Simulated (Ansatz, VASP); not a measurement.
Cd: VASP beside Ansatz

```xyz
1
Lattice="-1.8008 1.8008 1.8008 1.8008 -1.8008 1.8008 1.8008 1.8008 -1.8008" Properties=species:S:1:pos:R:3 pbc="T T T"
Cd    0.0000    0.0000    0.0000
```

Alike in both runs: functional PBE; k mesh 13 × 13 × 13; occupations fermi-dirac, width 0.1 eV; no spin polarisation.

Ansatz relaxed the structure, and its values are those at the end. VASP's run is a single point on that final structure, the one shown.

```csv
,VASP,Ansatz
version,VASP 6.6.1,Ansatz 0.2.0
potentials or method,"VASP PAW PBE potentials, release 64 (Cd), cutoff 520 eV","plane waves (420 eV) with PAW, scalar-relativistic"
valence electrons in the cell,12,20
```

```tsv
	VASP	Ansatz	Ansatz less VASP
pressure (GPa)	0.2	0.0	-0.21
```

The functional is the same, so the differences come from potentials, cutoffs and numerics. VASP's potentials hold 12 valence electrons a cell and Ansatz's 20, so a difference there can come from the potentials and not from the codes.
